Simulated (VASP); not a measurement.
# Zn3O (P-62m) in VASP: relaxation of cell and atoms with PBE

Aim: the relaxation of cell and atoms of Zn3O with PBE.

Everything below comes from runs of VASP 6.6.1. Logs are shortened: lines on timing, memory, paths and dates and some standing lists are left out, and cuts for length are marked.

## 1. The cell of the first run

The structure is hexagonal, space group P-62m (No. 189). Conventional cell: a = 3.735 Å, b = 3.735 Å, c = 5.062 Å, α = 90.00°, β = 90.00°, γ = 120.00°. Within 1.9 Å of Zn (site symmetry m2m) lie 1 O at 1.43 Å. O (site symmetry -62m) has 3 Zn at 1.43 Å within 1.9 Å.

The cell was generated, and may not be a known phase.

## 2. Relaxation of cell and atoms, PBE

INCAR reads:

```
  PREC = Accurate
  ENCUT = 800
  EDIFF = 1E-7
  ISMEAR = 0
  SIGMA = 0.2
  LREAL = False
  LASPH = True
  NELM = 300
  ALGO = All
  ISIF = 3
  LWAVE = False
  LCHARG = False
  GGA = PE
  IBRION = 2
  NSW = 36
  EDIFFG = -0.08
  GGA_COMPAT = False
  NELMIN = 4
  ISEARCH = 1
  KPAR = 4
```

KPOINTS reads:

```
Automatic mesh
0
Gamma
  6 6 4
```

POSCAR reads:

```
Zn3O
1.0
    3.7353381100      0.0000000000      0.0000000000
   -1.8676690600      3.2348977000      0.0000000000
    0.0000000000      0.0000000000      5.0624529200
Zn O
3 1
Direct
    0.6166053800      0.0000000000      0.5000000000
    0.0000000000      0.6166053800      0.5000000000
    0.3833946200      0.3833946200      0.5000000000
    0.0000000000      0.0000000000      0.5000000000
```

Potentials or basis: VASP PAW PBE potentials, release 64 (Zn, O).

Launch:

```sh
$ cat potpaw_PBE.64/Zn/POTCAR potpaw_PBE.64/O/POTCAR > POTCAR
$ mpirun -np 4 vasp_std > vasp.out
```

OUTCAR:

```text
PREC = Accurate
   ENCUT = 800
   EDIFF = 1E-7
   ISMEAR = 0
   LREAL = False
   LASPH = True
   NELM = 300
   ISIF = 3
   GGA = PE
   IBRION = 2
   NSW = 36
   EDIFFG = -0.08
   NELMIN = 4

 ion  position               nearest neighbor table
   1  0.617  0.000  0.500-   4 1.43   2 2.01   2 2.01   3 2.01   3 2.01   4 2.30   3 2.48   2 2.48

   2  0.000  0.617  0.500-   4 1.43   3 2.01   1 2.01   3 2.01   1 2.01   4 2.30   1 2.48   3 2.48

   3  0.383  0.383  0.500-   4 1.43   2 2.01   2 2.01   1 2.01   1 2.01   4 2.30   1 2.48   2 2.48

   4  0.000  0.000  0.500-   1 1.43   3 1.43   2 1.43   1 2.30   3 2.30   2 2.30

  LATTYP: Found a hexagonal cell.
 ALAT       =     3.7353381100
 C/A-ratio  =     1.3552863947

  Lattice vectors:

 A1 = (   3.7353381100,   0.0000000000,   0.0000000000)
 A2 = (  -1.8676690600,   3.2348977000,   0.0000000000)
 A3 = (   0.0000000000,   0.0000000000,   5.0624529200)

Analysis of symmetry for initial positions (statically):
=====================================================================
 Subroutine PRICEL returns:
 Original cell was already a primitive cell.

 Routine SETGRP: Setting up the symmetry group for a
 hexagonal supercell.

 Subroutine GETGRP returns: Found 12 space group operations
 (whereof 12 operations were pure point group operations)
 out of a pool of 24 trial point group operations.

The static configuration has the point symmetry D_3h.

Analysis of symmetry for dynamics (positions and initial velocities):
=====================================================================
 Subroutine PRICEL returns:
 Original cell was already a primitive cell.

 Routine SETGRP: Setting up the symmetry group for a
 hexagonal supercell.

 Subroutine GETGRP returns: Found 12 space group operations
 (whereof 12 operations were pure point group operations)
 out of a pool of 24 trial point group operations.

The dynamic configuration has the point symmetry D_3h.

 Subroutine INISYM returns: Found 12 space group operations
 (whereof 12 operations are pure point group operations),
 and found     1 'primitive' translations

----------------------------------------------------------------------------------------

                                     Primitive cell

  volume of cell :      61.1718

  direct lattice vectors                    reciprocal lattice vectors
     3.735338110  0.000000000  0.000000000     0.267713382  0.154564394  0.000000000
    -1.867669060  3.234897700  0.000000000     0.000000000  0.309128786  0.000000000
     0.000000000  0.000000000  5.062452920     0.000000000  0.000000000  0.197532701

  length of vectors
     3.735338110  3.735338117  5.062452920     0.309128787  0.309128786  0.197532701

  position of ions in fractional coordinates (direct lattice)
     0.616605380  0.000000000  0.500000000
     0.000000000  0.616605380  0.500000000
     0.383394620  0.383394620  0.500000000
     0.000000000  0.000000000  0.500000000

  ion indices of the primitive-cell ions
   primitive index   ion index
                 1           1
                 2           2
                 3           3
                 4           4

----------------------------------------------------------------------------------------

 KPOINTS: Automatic mesh

Automatic generation of k-mesh.
 Grid dimensions read from file:
 generate k-points for:    6    6    4

 Generating k-lattice:

  Cartesian coordinates                     Fractional coordinates (reciprocal lattice)
     0.044618897  0.025760732  0.000000000     0.166666667 -0.000000000  0.000000000
     0.000000000  0.051521464  0.000000000     0.000000000  0.166666667  0.000000000
     0.000000000  0.000000000  0.049383175     0.000000000  0.000000000  0.250000000

  Length of vectors
     0.051521464  0.051521464  0.049383175

  Shift w.r.t. Gamma in fractional coordinates (k-lattice)
     0.000000000  0.000000000  0.000000000

 Subroutine IBZKPT returns following result:
 ===========================================

 Found     21 irreducible k-points:

 Following reciprocal coordinates:
            Coordinates               Weight
  0.000000  0.000000  0.000000      1.000000
  0.166667  0.000000  0.000000      6.000000
  0.333333 -0.000000  0.000000      6.000000
  0.500000  0.000000  0.000000      3.000000
  0.166667  0.166667  0.000000      6.000000
  0.333333  0.166667  0.000000     12.000000
[... 13 lines left out ...]
  0.333333  0.166667  0.500000     12.000000
  0.333333  0.333333  0.500000      2.000000
   k-points           NKPTS =     21   k-points in BZ     NKDIM =     21   number of bands    NBANDS=     25
   number of dos      NEDOS =    301   number of ions     NIONS =      4
   total plane-waves  NPLWV =  62208
   dimension x,y,z NGX =    36 NGY =   36 NGZ =   48
   dimension x,y,z NGXF=    72 NGYF=   72 NGZF=   96
   ions per type =               3   1
   NGX,Y,Z   is equivalent  to a cutoff of  16.02, 16.02, 15.76 a.u.
   NGXF,Y,Z  is equivalent  to a cutoff of  32.04, 32.04, 31.53 a.u.
 SYSTEM =  unknown system
   PREC   = accura    normal or accurate (medium, high low for compatibility)
   ISTART =      0    job   : 0-new  1-cont  2-samecut
   ICHARG =      2    charge: 1-file 2-atom 10-const
   ISPIN  =      1    spin polarized calculation?
   LNONCOLLINEAR =      F non collinear calculations
   LSORBIT =      F    spin-orbit coupling
   LASPH  =      T    aspherical Exc in radial PAW
   ENCUT  =  800.0 eV  58.80 Ry    7.67 a.u.   8.61  8.61 11.68*2*pi/ulx,y,z
   NELM   =    300;   NELMIN=  4; NELMDL= -5     # of ELM steps
   EDIFF  = 0.1E-06   stopping-criterion for ELM
   LREAL  =      F    real-space projection
   EDIFFG = -.8E-01   stopping-criterion for IOM
   NSW    =     36    number of steps for IOM
   IBRION =      2    ionic relax: 0-MD 1-quasi-New 2-CG
   NFREE  =      1    steps in history (QN), initial steepest desc. (CG)
   ISIF   =      3    stress and relaxation
   ISYM   =      2    0-nonsym 1-usesym 2-fastsym
   POTIM  = 0.5000    time-step for ionic-motion
   TEBEG  =    0.0;   TEEND  =   0.0 temperature during run
   PSTRESS=    0.0 pullay stress
   NELECT =      42.0000    total number of electrons
   NUPDOWN=      -1.0000    fix difference up-down
   EMIN   =  10.00;   EMAX   =-10.00  energy-range for DOS
   EFERMI =   0.00;   METHOD = LEGACY
   ISMEAR =     0;   SIGMA  =   0.20  broadening in eV -4-tet -1-fermi 0-gaus
   EFERMI_NEDOS =   21; number of points for ismear=-14 and -15
   IALGO  =     58    algorithm
   IMIX   =      4    mixing-type and parameters
     AMIX     =   0.40;   BMIX     =  1.00
     AMIX_MAG =   1.60;   BMIX_MAG =  1.00
  volume/ion in A,a.u.               =      15.29       103.20
  Fermi-wavevector in a.u.,A,eV,Ry     =   1.444245  2.729227 28.379612  2.085843
  Thomas-Fermi vector in A             =   2.562561
   LORBIT       =      0    0 simple, 1 ext, 2 COOP (PROOUT), +10 PAW based schemes
   GGA     = PE    functional components
   LHFCALC =     F    Hartree Fock is set to
   AEXX    =    0.0000 exact exchange contribution
   IVDW    =     0    specifies the selected vdW correction
   LEPSILON=     F    determine dielectric tensor
   LRPA    =     F    only Hartree local field effects (RPA)
 conjugate gradient relaxation of ions
 non-spin polarized calculation
 Gauss-broadening in eV      SIGMA  =   0.20
  energy-cutoff  :      800.00
  volume of cell :       61.17
 maximum number of plane-waves:      3163
 NGX is ok and might be reduce to    36
   NGX = 17   NGY = 17   NGZ = 23

--------------------------------------- Ionic step        1  -------------------------------------------

 number of electron      42.0000005 magnetization

 Free energy of the ion-electron system (eV)
  ---------------------------------------------------
  ext. energy  EPLUGINS =         0.00000000
  ---------------------------------------------------
  free energy    TOTEN  =        12.09767578 eV

  energy without entropy =       12.14464548  energy(sigma->0) =       12.12116063

------------------------ aborting loop because EDIFF is reached ----------------------------------------

  FORCE on cell =-STRESS in cart. coord.  units (eV):
  Direction    XX          YY          ZZ          XY          YZ          ZX
  --------------------------------------------------------------------------------------
  -------------------------------------------------------------------------------------
  Total      102.2277079    102.2277082     -1.0981165     -0.0000002      0.0000000      0.0000000
  in kB     2677.4892663   2677.4892746    -28.7612341     -0.0000041      0.0000000      0.0000000
  external PRESSURE =    1775.4057690 kB  Pullay stress =       0.0000000 kB
[... 95 lines left out ...]
  FREE ENERGIE OF THE ION-ELECTRON SYSTEM (eV)
  ---------------------------------------------------
  free  energy   TOTEN  =        -6.0410178784 eV

  energy  without entropy=       -6.0285520687  energy(sigma->0) =       -6.03478497

 E-fermi :  -0.0855     XC(G=0):  -7.6575

 val. band max:       -0.3204853392   @ k =   0.5000   0.0000   0.5000
 cond. band min:       0.1765101926   @ k =   0.0000   0.0000   0.5000
 fundamental gap:      0.4969955318
 Fermi energy:        -0.0855270432

 k-point     1 :       0.0000    0.0000    0.0000
  band No.  band energies     occupation
      1     -17.6167      2.00000
      2      -8.9564      2.00000
      3      -8.0082      2.00000
      4      -8.0082      2.00000
      5      -7.9681      2.00000
      6      -7.4930      2.00000
[... 577 lines left out ...]
     24       1.2894      0.00000
     25       4.6603      0.00000

[... ionic steps 4 to 22 ...]

--------------------------------------- Ionic step       23  -------------------------------------------

 number of electron      42.0000004 magnetization

------------------------ aborting loop because EDIFF is reached ----------------------------------------

  FORCE on cell =-STRESS in cart. coord.  units (eV):
  Direction    XX          YY          ZZ          XY          YZ          ZX
  --------------------------------------------------------------------------------------
  -------------------------------------------------------------------------------------
  Total        1.5582836      1.5582836     -0.1742281     -0.0000000      0.0000000     -0.0000000
  in kB       23.9275559     23.9275560     -2.6752847     -0.0000001      0.0000000     -0.0000000
  external PRESSURE =      15.0599424 kB  Pullay stress =       0.0000000 kB
[... 61 lines left out ...]
  energy  without entropy=       -9.4094964432  energy(sigma->0) =       -9.41453413

--------------------------------------- Ionic step       25  -------------------------------------------

 number of electron      42.0000026 magnetization

 Free energy of the ion-electron system (eV)
  ---------------------------------------------------
  ext. energy  EPLUGINS =         0.00000000
  ---------------------------------------------------
  free energy    TOTEN  =        -9.43296391 eV

  energy without entropy =       -9.42308089  energy(sigma->0) =       -9.42802240

 E-fermi :   0.0871     XC(G=0):  -7.4446

 val. band max:        0.0672603673   @ k =   0.3333   0.3333   0.0000
 cond. band min:       0.1372847147   @ k =   0.0000   0.0000   0.5000
 fundamental gap:      0.0700243475
 Fermi energy:         0.0870786968

 k-point     1 :       0.0000    0.0000    0.0000
  band No.  band energies     occupation
      1     -18.7904      2.00000
      2      -7.9353      2.00000
      3      -7.6988      2.00000
      4      -7.6988      2.00000
      5      -7.4805      2.00000
      6      -7.3215      2.00000
[... 608 lines left out ...]
  FREE ENERGIE OF THE ION-ELECTRON SYSTEM (eV)
  ---------------------------------------------------
  free  energy   TOTEN  =        -9.4329639127 eV

  energy  without entropy=       -9.4230810570  energy(sigma->0) =       -9.42802248

 reached required accuracy - stopping structural energy minimisation
```

Wall time 5.5 min (4 MPI ranks of Intel Xeon 6975P-C (Granite Rapids), shared host); peak memory 0.29 GiB.

Results:

```
Free energy                           : -9.4330 eV
Relaxed volume                        : 26.38 Å³/atom
Relaxed cell                          : a = 4.945 Å, b = 4.945 Å, c = 4.982 Å, α = 90.00°, β = 90.00°, γ = 120.00°
Space group after relaxing (to 0.1 Å) : P-62m (No. 189)
Energy gained by relaxing             : 5382.7 meV/atom
Ionic steps                           : 25
Pressure after relaxing               : -0.1 GPa
Largest force after relaxing          : 0.031 eV/Å
Band gap on the k mesh                : zero (bands 21 and 22 overlap by 0.54 eV)
```

Forces in eV/Å, atoms in the order of the input:
```
Zn  -0.031  0.000  0.000
Zn   0.016 -0.027  0.000
Zn   0.016  0.027  0.000
O    0.000  0.000  0.000
```

The path:
```
step  energy change (eV)  largest force (eV/Å)  pressure (GPa)  volume (Å³)
   1              0.0000               17.1680          177.54        61.17
   2             -0.7787                0.4840          -24.64       300.96
   3            -18.1387                0.9027           -8.87       143.63
   4            -18.7418                0.8649           -8.64       135.38
   5            -20.0532                0.4525            6.45        94.69
   6            -20.2473                0.7091           -3.82       109.41
   7            -20.3294                0.6491           -1.30       104.32
   8            -20.3304                0.6329           -0.68       103.28
   9            -20.3884                0.7751            0.12       101.93
  10            -20.5583                1.1236            2.93        97.92
  11            -20.5964                0.8378           11.98        90.17
  12            -20.6529                1.2231            6.38        94.30
  13            -20.6588                1.1226            8.97        92.19
  14            -20.6632                1.1119            9.04        92.13
  15            -20.6759                1.0746            9.31        91.94
  16            -20.6967                0.9825            9.89        91.58
  17            -20.7163                0.7203           11.20        90.85
  18            -20.7562                0.6977           10.82        91.14
  19            -20.8685                0.6281            9.79        92.03
  20            -21.0615                0.4856            7.92        93.81
  21            -21.3336                0.1766            4.92        97.41
  22            -21.5025                0.5120            1.36       104.81
  23            -21.5040                0.4705            1.51       104.34
  24            -21.5172                0.3232            1.05       104.66
  25            -21.5306                0.0313           -0.07       105.50
```

Final structure:
```
Zn O
1.0
     4.94516    0.00000    0.00000
    -2.47258    4.28264    0.00000
     0.00000    0.00000    4.98152
Zn O
3 1
Cartesian
  1.9196 0.0000 2.4908
  3.9853 1.6625 2.4908
  1.5128 2.6202 2.4908
  0.0000 0.0000 2.4908
```

Caveat: the volume moved by over 15 % at a fixed basis, so the end points are rough; semilocal functionals underestimate gaps, and a narrow one can read as zero.

The gap in the log of VASP goes by the Fermi energy; the results here count the filled bands.